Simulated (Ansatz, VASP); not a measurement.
# Se: VASP beside Ansatz

POSCAR

```
Se
1.0
    4.5048207049      0.0000000000      0.0000000000
   -2.2524103524      3.9012891699      0.0000000000
    0.0000000000      0.0000000000      4.9787963167
Se
3
Direct
    0.2178929800      0.0000000000      0.3333333333
    0.0000000000      0.2178929800      0.6666666667
    0.7821070200      0.7821070200      0.0000000000
```

Contents of INCAR.step1:

```
ALGO = Normal ; EDIFF = 1E-4
ENCUT = 520 ; GGA = PE
ISMEAR = -1 ; LASPH = T
LCHARG = F ; LREAL = F
LWAVE = T ; NBANDS = 16
NELM = 80 ; PREC = Accurate
SIGMA = 0.03
```

INCAR.step2

```
ALGO = Normal ; EDIFF = 1E-8
ENCUT = 520 ; ISIF = 2
ISMEAR = -1 ; ISTART = 1
LASPH = T ; LCHARG = F
LEFG = T ; LMIXTAU = T
LREAL = F ; LWAVE = F
METAGGA = R2SCAN ; NBANDS = 16
NELM = 80 ; PREC = Accurate
SIGMA = 0.03
```

The input KPOINTS:

```
k-points
0
Gamma
  6 6 5
```

Input for Ansatz:

```yaml
crystal:
  lattice:
    - [4.5048207049, 0.0, 0.0]
    - [-2.2524103524, 3.9012891699, 0.0]
    - [0.0, 0.0, 4.9787963167]
  atoms:
    - { symbol: Se, position: [0.21789298, 0.0, 0.3333333333] }
    - { symbol: Se, position: [0.0, 0.21789298, 0.6666666667] }
    - { symbol: Se, position: [0.78210702, 0.78210702, 0.0] }
kpoints:
  mp_grid: { grid: [6, 6, 5] }
scf:
  occupations: { method: fermi_dirac, width: 0.03 }
hamiltonian:
  xc: r2scan
  pseudopotentials: { kind: paw }
output:
  forces: true
  stress: true
  eigenvalues: true
  efg: { contact_densities: true }
  populations: true
```

Change from the starting cell: shortest bond scaled by 1, PAW files.

Alike in both runs: task electric field gradients; functional r2SCAN; k mesh 6 × 6 × 5; occupations fermi-dirac, width 0.03 eV; no spin polarisation.

|  | VASP | Ansatz |
| --- | --- | --- |
| version | VASP 6.6.1 | Ansatz 0.2.0 |
| potentials or method | VASP PAW PBE potentials, release 64 (Se) | PAW with Ansatz's default frozen-core files, scalar-relativistic |
| plane-wave cutoff (eV) | 520 | 500 |
| valence electrons in the cell | 18 | 48 |

VASP gave:

```
gap on the k mesh at the Fermi level (eV)                     : 1.75
pressure (GPa)                                                : 0.0
traceless stress, the component that is largest in VASP (GPa) : 0.08
rms of the force components (eV/Å)                            : 0.018
size of Vzz on the site where it differs most (V/Å²)          : 547.0
```

Problem. What did Ansatz give for the same quantities?

Solution. gap on the k mesh at the Fermi level (eV): 1.75; pressure (GPa): 0.0; traceless stress, the component that is largest in VASP (GPa): 0.10; rms of the force components (eV/Å): 0.019; size of Vzz on the site where it differs most (V/Å²): 565.4.

VASP's potentials were made for PBE, not for r2SCAN. Atom by atom the forces differ by 0.001 eV/Å (rms over components). The functional is the same, so the differences come from potentials, cutoffs and numerics. VASP's potentials hold 18 valence electrons a cell and Ansatz's 48, so a difference there can come from the potentials and not from the codes.
